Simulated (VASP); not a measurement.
# Ir (P6_3/mmc) in VASP: single point with PBEsol

Aim: the single point of Ir with PBEsol.

Everything below comes from runs of VASP 6.6.1. Logs are shortened: lines on timing, memory, paths and dates and some standing lists are left out, and cuts for length are marked.

## 1. The cell of the first run

The structure is hexagonal, space group P6_3/mmc (No. 194). The conventional cell has a = 2.964 Å, b = 2.964 Å, c = 3.845 Å, α = 90.00°, β = 90.00°, γ = 120.00°. Ir (site symmetry -6m2) has 12 Ir at 2.57 to 2.96 Å within 3.4 Å.

This isn't the form of Ir at room conditions, which is fcc.

## 2. Single point, PBEsol

File INCAR:

```
  ALGO = Normal
  EDIFF = 1E-6
  ENCUT = 500
  GGA = PS
  GGA_COMPAT = False
  ISIF = 2
  ISMEAR = 0
  LASPH = True
  LCHARG = True
  LELF = True
  LREAL = False
  LVHAR = True
  LWAVE = False
  NBANDS = 24
  NELM = 120
  PREC = Accurate
  SIGMA = 0.15
```

File KPOINTS:

```
k-points
0
Gamma
  24 24 12
```

File POSCAR:

```
Ir
1.0
    2.9638319907      0.0000000000      0.0000000000
   -1.4819159954      2.5667537965      0.0000000000
    0.0000000000      0.0000000000      3.8454849492
Ir
2
Direct
    0.6666666667      0.3333333333      0.7500000000
    0.3333333333      0.6666666667      0.2500000000
```

Potentials or basis: VASP PAW PBE potentials, release 64 (Ir_sv_GW).

Launch:

```sh
cat potpaw_PBE.64/Ir_sv_GW/POTCAR > POTCAR
mpirun -np 1 vasp_std > vasp.out
```

OUTCAR:

```text
EDIFF = 1E-6
   ENCUT = 500
   GGA = PS
   ISIF = 2
   ISMEAR = 0
   LASPH = True
   LREAL = False
   NELM = 120
   PREC = Accurate

 ion  position               nearest neighbor table
   1  0.667  0.333  0.750-   2 2.57   2 2.57   2 2.57   2 2.57   2 2.57   2 2.57
   2  0.333  0.667  0.250-   1 2.57   1 2.57   1 2.57   1 2.57   1 2.57   1 2.57

  LATTYP: Found a hexagonal cell.
 ALAT       =     2.9638319907
 C/A-ratio  =     1.2974706263

  Lattice vectors:

 A1 = (   2.9638319907,   0.0000000000,   0.0000000000)
 A2 = (  -1.4819159954,   2.5667537965,   0.0000000000)
 A3 = (   0.0000000000,   0.0000000000,   3.8454849492)

Analysis of symmetry for initial positions (statically):
=====================================================================
 Subroutine PRICEL returns:
 Original cell was already a primitive cell.

 Routine SETGRP: Setting up the symmetry group for a
 hexagonal supercell.

 Subroutine GETGRP returns: Found 24 space group operations
 (whereof 12 operations were pure point group operations)
 out of a pool of 24 trial point group operations.

The static configuration has the point symmetry D_3d.
 The point group associated with its full space group is D_6h.

Analysis of symmetry for dynamics (positions and initial velocities):
=====================================================================
 Subroutine PRICEL returns:
 Original cell was already a primitive cell.

 Routine SETGRP: Setting up the symmetry group for a
 hexagonal supercell.

 Subroutine GETGRP returns: Found 24 space group operations
 (whereof 12 operations were pure point group operations)
 out of a pool of 24 trial point group operations.

The dynamic configuration has the point symmetry D_3d.
 The point group associated with its full space group is D_6h.

 Subroutine INISYM returns: Found 24 space group operations
 (whereof 12 operations are pure point group operations),
 and found     1 'primitive' translations

----------------------------------------------------------------------------------------

                                     Primitive cell

  volume of cell :      29.2542

  direct lattice vectors                    reciprocal lattice vectors
     2.963831991  0.000000000  0.000000000     0.337401041  0.194798582  0.000000000
    -1.481915995  2.566753797  0.000000000     0.000000000  0.389597164  0.000000000
     0.000000000  0.000000000  3.845484949     0.000000000  0.000000000  0.260045225

  length of vectors
     2.963831991  2.963831991  3.845484949     0.389597164  0.389597164  0.260045225

  position of ions in fractional coordinates (direct lattice)
     0.666666667  0.333333333  0.750000000
     0.333333333  0.666666667  0.250000000

  ion indices of the primitive-cell ions
   primitive index   ion index
                 1           1
                 2           2

----------------------------------------------------------------------------------------

 KPOINTS: k-points

Automatic generation of k-mesh.
 Grid dimensions read from file:
 generate k-points for:   24   24   12

 Generating k-lattice:

  Cartesian coordinates                     Fractional coordinates (reciprocal lattice)
     0.014058377  0.008116608  0.000000000     0.041666667  0.000000000  0.000000000
     0.000000000  0.016233215  0.000000000     0.000000000  0.041666667  0.000000000
     0.000000000  0.000000000  0.021670435     0.000000000  0.000000000  0.083333333

  Length of vectors
     0.016233215  0.016233215  0.021670435

  Shift w.r.t. Gamma in fractional coordinates (k-lattice)
     0.000000000  0.000000000  0.000000000

 Subroutine IBZKPT returns following result:
 ===========================================

 Found    427 irreducible k-points:

 Following reciprocal coordinates:
            Coordinates               Weight
  0.000000  0.000000  0.000000      1.000000
  0.041667  0.000000  0.000000      6.000000
  0.083333  0.000000  0.000000      6.000000
  0.125000  0.000000  0.000000      6.000000
  0.166667  0.000000  0.000000      6.000000
  0.208333  0.000000  0.000000      6.000000
[... 16 lines left out ...]
  0.416667  0.041667  0.000000     12.000000
  0.458333  0.041667  0.000000     12.000000
 [... further k-points ...]
   k-points           NKPTS =    427   k-points in BZ     NKDIM =    427   number of bands    NBANDS=     24
   number of dos      NEDOS =    301   number of ions     NIONS =      2
   total plane-waves  NPLWV =  16128
   dimension x,y,z NGX =    24 NGY =   24 NGZ =   28
   dimension x,y,z NGXF=    48 NGYF=   48 NGZF=   56
   ions per type =               2
   NGX,Y,Z   is equivalent  to a cutoff of  13.46, 13.46, 12.10 a.u.
   NGXF,Y,Z  is equivalent  to a cutoff of  26.92, 26.92, 24.21 a.u.
 SYSTEM =  unknown system
   PREC   = accura    normal or accurate (medium, high low for compatibility)
   ISTART =      0    job   : 0-new  1-cont  2-samecut
   ICHARG =      2    charge: 1-file 2-atom 10-const
   ISPIN  =      1    spin polarized calculation?
   LNONCOLLINEAR =      F non collinear calculations
   LSORBIT =      F    spin-orbit coupling
   LASPH  =      T    aspherical Exc in radial PAW
   ENCUT  =  500.0 eV  36.75 Ry    6.06 a.u.   5.40  5.40  7.01*2*pi/ulx,y,z
   NELM   =    120;   NELMIN=  2; NELMDL= -5     # of ELM steps
   EDIFF  = 0.1E-05   stopping-criterion for ELM
   LREAL  =      F    real-space projection
   EDIFFG = 0.1E-04   stopping-criterion for IOM
   NSW    =      0    number of steps for IOM
   IBRION =     -1    ionic relax: 0-MD 1-quasi-New 2-CG
   NFREE  =      0    steps in history (QN), initial steepest desc. (CG)
   ISIF   =      2    stress and relaxation
   ISYM   =      2    0-nonsym 1-usesym 2-fastsym
   POTIM  = 0.5000    time-step for ionic-motion
   TEBEG  =    0.0;   TEEND  =   0.0 temperature during run
   PSTRESS=    0.0 pullay stress
   NELECT =      34.0000    total number of electrons
   NUPDOWN=      -1.0000    fix difference up-down
   EMIN   =  10.00;   EMAX   =-10.00  energy-range for DOS
   EFERMI =   0.00;   METHOD = LEGACY
   ISMEAR =     0;   SIGMA  =   0.15  broadening in eV -4-tet -1-fermi 0-gaus
   EFERMI_NEDOS =   21; number of points for ismear=-14 and -15
   IALGO  =     38    algorithm
   IMIX   =      4    mixing-type and parameters
     AMIX     =   0.40;   BMIX     =  1.00
     AMIX_MAG =   1.60;   BMIX_MAG =  1.00
  volume/ion in A,a.u.               =      14.63        98.71
  Fermi-wavevector in a.u.,A,eV,Ry     =   1.721227  3.252648 40.308928  2.962623
  Thomas-Fermi vector in A             =   2.797519
   LORBIT       =      0    0 simple, 1 ext, 2 COOP (PROOUT), +10 PAW based schemes
   GGA     = PS    functional components
   LHFCALC =     F    Hartree Fock is set to
   AEXX    =    0.0000 exact exchange contribution
   IVDW    =     0    specifies the selected vdW correction
   LEPSILON=     F    determine dielectric tensor
   LRPA    =     F    only Hartree local field effects (RPA)
 non-spin polarized calculation
 Gauss-broadening in eV      SIGMA  =   0.15
  energy-cutoff  :      500.00
  volume of cell :       29.25
 maximum number of plane-waves:       770
 NGX is ok and might be reduce to    24
   NGX = 11   NGY = 11   NGZ = 15

 number of electron      34.0000000 magnetization

 Free energy of the ion-electron system (eV)
  ---------------------------------------------------
  ext. energy  EPLUGINS =         0.00000000
  ---------------------------------------------------
  free energy    TOTEN  =       -19.82310643 eV

  energy without entropy =      -19.78569852  energy(sigma->0) =      -19.80440247

 E-fermi :  12.1517     XC(G=0): -14.4434

 val. band max:       12.1505803654   @ k =   0.2500   0.1250   0.3333
 cond. band min:      12.1549179088   @ k =   0.2917   0.2500   0.2500
 fundamental gap:      0.0043375434
 Fermi energy:        12.1516904530

 k-point     1 :       0.0000    0.0000    0.0000
  band No.  band energies     occupation
      1     -80.7662      2.00000
      2     -80.6322      2.00000
      3     -38.1793      2.00000
      4     -37.4973      2.00000
      5     -37.4973      2.00000
      6     -37.1940      2.00000
[... 16 lines left out ...]
     23      30.6544      0.00000
     24      30.6594      0.00000

 k-point     2 :       0.0417    0.0000    0.0000
  band No.  band energies     occupation
      1     -80.7654      2.00000
      2     -80.6325      2.00000
      3     -38.1750      2.00000
      4     -37.5007      2.00000
      5     -37.4997      2.00000
      6     -37.1988      2.00000
[... 16 lines left out ...]
     23      30.2048      0.00000
     24      30.3434      0.00000

 k-point     3 :       0.0833    0.0000    0.0000
  band No.  band energies     occupation
      1     -80.7633      2.00000
      2     -80.6331      2.00000
      3     -38.1619      2.00000
      4     -37.5095      2.00000
      5     -37.5061      2.00000
      6     -37.2128      2.00000
[... 16 lines left out ...]
     23      29.2566      0.00000
     24      29.5648      0.00000

 k-point     4 :       0.1250    0.0000    0.0000
  band No.  band energies     occupation
      1     -80.7600      2.00000
      2     -80.6346      2.00000
      3     -38.1405      2.00000
      4     -37.5258      2.00000
      5     -37.5170      2.00000
      6     -37.2353      2.00000
[... 16 lines left out ...]
     23      28.2123      0.00000
     24      28.5614      0.00000

 k-point     5 :       0.1667    0.0000    0.0000
  band No.  band energies     occupation
      1     -80.7556      2.00000
      2     -80.6365      2.00000
      3     -38.1114      2.00000
      4     -37.5467      2.00000
      5     -37.5299      2.00000
      6     -37.2644      2.00000
[... 451 lines left out ...]
 k-point    22 :       0.3750    0.0417    0.0000
  band No.  band energies     occupation
      1     -80.7180      2.00000
      2     -80.6580      2.00000
      3     -37.8653      2.00000
      4     -37.6862      2.00000
      5     -37.6082      2.00000
      6     -37.4335      2.00000
[... 16 lines left out ...]
     23      23.4749      0.00000
     24      26.4722      0.00000

 k-point    23 :       0.4167    0.0417    0.0000
  band No.  band energies     occupation
      1     -80.7124      2.00000
      2     -80.6620      2.00000
      3     -37.8261      2.00000
      4     -37.7005      2.00000
      5     -37.6149      2.00000
      6     -37.4502      2.00000
[... 16 lines left out ...]
     23      24.2580      0.00000
     24      25.7495      0.00000

 k-point    24 :       0.4583    0.0417    0.0000
  band No.  band energies     occupation
      1     -80.7091      2.00000
      2     -80.6643      2.00000
      3     -37.8026      2.00000
      4     -37.7080      2.00000
      5     -37.6179      2.00000
      6     -37.4586      2.00000
[... 16 lines left out ...]
     23      24.7199      0.00000
     24      25.3741      0.00000

 [... further k-points ...]
[... 5 lines left out ...]
  --------------------------------------------------------------------------------------
  -------------------------------------------------------------------------------------
  Total       -2.6248368     -2.6248368      6.2723349      0.0000000      0.0000000      0.0000000
  in kB     -143.7553395   -143.7553395    343.5191158      0.0000000      0.0000000      0.0000000
  external PRESSURE =      18.6694789 kB  Pullay stress =       0.0000000 kB

 VOLUME and BASIS-vectors are now :
 -----------------------------------------------------------------------------
  energy-cutoff  :      500.00
  volume of cell :       29.25
      direct lattice vectors                 reciprocal lattice vectors
     2.963831991  0.000000000  0.000000000     0.337401041  0.194798582  0.000000000
    -1.481915995  2.566753797  0.000000000     0.000000000  0.389597164  0.000000000
     0.000000000  0.000000000  3.845484949     0.000000000  0.000000000  0.260045225

 POSITION                                       TOTAL-FORCE (eV/Angst)
 -----------------------------------------------------------------------------------
      1.48192      0.85558      2.88411         0.000000     -0.000000      0.000000
     -0.00000      1.71117      0.96137        -0.000000      0.000000      0.000000
 -----------------------------------------------------------------------------------
    total drift:                                0.000000     -0.000000      0.000000

  FREE ENERGIE OF THE ION-ELECTRON SYSTEM (eV)
  ---------------------------------------------------
  free  energy   TOTEN  =       -19.8231064256 eV

  energy  without entropy=      -19.7856985224  energy(sigma->0) =      -19.80440247
```

Run time: 3.5 min. Hardware: 1 thread of Intel Xeon Platinum 8259CL at 2.50GHz (Skylake/Cascade Lake), shared host; peak memory 0.34 GiB.

What came out:

```yaml
Free_energy: -19.8231 eV
Pressure: 1.9 GPa
Band_gap_on_the_k_mesh: zero (bands 17 and 18 overlap by 1.84 eV)
```

Caveat: the stress differs along the axes, from -14 to 34 GPa; the PAW data sets were made with another functional, which shifts forces and pressure a little; spin-orbit coupling is left out, which moves the levels of the heavy elements.
